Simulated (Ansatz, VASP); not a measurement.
# Si2Ge3 in VASP and in Ansatz

Contents of INCAR:

```
SYSTEM = Si2Ge3
  PREC = Accurate
  ENCUT = 600
  EDIFF = 1E-6
  ISMEAR = 0
  SIGMA = 0.1
  LREAL = .False.
  LASPH = .True.
  NELM = 100
  ALGO = Normal
  ISIF = 3
  LWAVE = .False.
  LCHARG = .False.
  GGA = PE
  IBRION = 2
  NSW = 90
  EDIFFG = -0.04
```

File KPOINTS:

```
Automatic mesh
0
Gamma
  4 4 2
  0 0 0
```

POSCAR

```
Si2Ge3
1.0
    4.5553814500      0.0000000000      0.0000000000
    0.0000000000      4.5553814500      0.0000000000
    0.0000000000      0.0000000000      8.6504562400
Si Ge
4 6
Direct
    0.7242432500      0.2757567500      0.0000000000
    0.2757567500      0.7242432500      0.0000000000
    0.2242432500      0.2242432500      0.5000000000
    0.7757567500      0.7757567500      0.5000000000
    0.0000000000      0.0000000000      0.7033897500
    0.5000000000      0.5000000000      0.2033897500
    0.5000000000      0.5000000000      0.7966102500
    0.0000000000      0.0000000000      0.2966102500
    0.0000000000      0.0000000000      0.0000000000
    0.5000000000      0.5000000000      0.5000000000
```

Input for Ansatz:

```yaml
crystal:
  lattice:
    - [4.55538145, 0.0, 0.0]
    - [0.0, 4.55538145, 0.0]
    - [0.0, 0.0, 8.65045624]
  atoms:
    - { symbol: Si, position: [0.72424325, 0.27575675, 0.0] }
    - { symbol: Si, position: [0.27575675, 0.72424325, 0.0] }
    - { symbol: Si, position: [0.22424325, 0.22424325, 0.5] }
    - { symbol: Si, position: [0.77575675, 0.77575675, 0.5] }
    - { symbol: Ge, position: [0.0, 0.0, 0.70338975] }
    - { symbol: Ge, position: [0.5, 0.5, 0.20338975] }
    - { symbol: Ge, position: [0.5, 0.5, 0.79661025] }
    - { symbol: Ge, position: [0.0, 0.0, 0.29661025] }
    - { symbol: Ge, position: [0.0, 0.0, 0.0] }
    - { symbol: Ge, position: [0.5, 0.5, 0.5] }
basis:
  ecutwfc: 420
kpoints:
  mp_grid: { grid: [4, 4, 2] }
hamiltonian:
  xc: pbe
scf:
  occupations: { method: gaussian, width: 0.1 }
  lower_state_search: "off"
output:
  forces: true
  stress: true
  eigenvalues: true
relax:
  adjacent_minimum: "off"
  f_tol: 0.04
  max_steps: 70
  cell: { stress_tol: 0.4 }
```

Alike in both runs: task relaxation of cell and atoms; functional PBE; k mesh 4 × 4 × 2; occupations gaussian, width 0.1 eV; no spin polarisation.

|  | VASP | Ansatz |
| --- | --- | --- |
| version | VASP 6.6.1 | Ansatz 0.2.0 |
| potentials or method | VASP PAW PBE potentials, release 64 (Si, Ge_d), cutoff 600 eV | scalar-relativistic, plane waves, PAW |
| valence electrons in the cell | 100 | 100 |

Ansatz gave:

- gap on the k mesh at the Fermi level, each at its own relaxed structure (eV): none
- relaxed volume (Å³/atom): 24.80
- relaxed length of the cell vector where the two differ most in proportion (Å): 9.482

What did VASP give for the same quantities?

gap on the k mesh at the Fermi level, each at its own relaxed structure (eV): none; relaxed volume (Å³/atom): 24.78; relaxed length of the cell vector where the two differ most in proportion (Å): 9.500.

A gap of «none» marks a metal or a gap that the smearing closes.

The k mesh is coarse, so the values compare programs but aren't converged. Noted on VASP's run: the volume moved by over 15 % at a fixed basis, so the end points are rough.
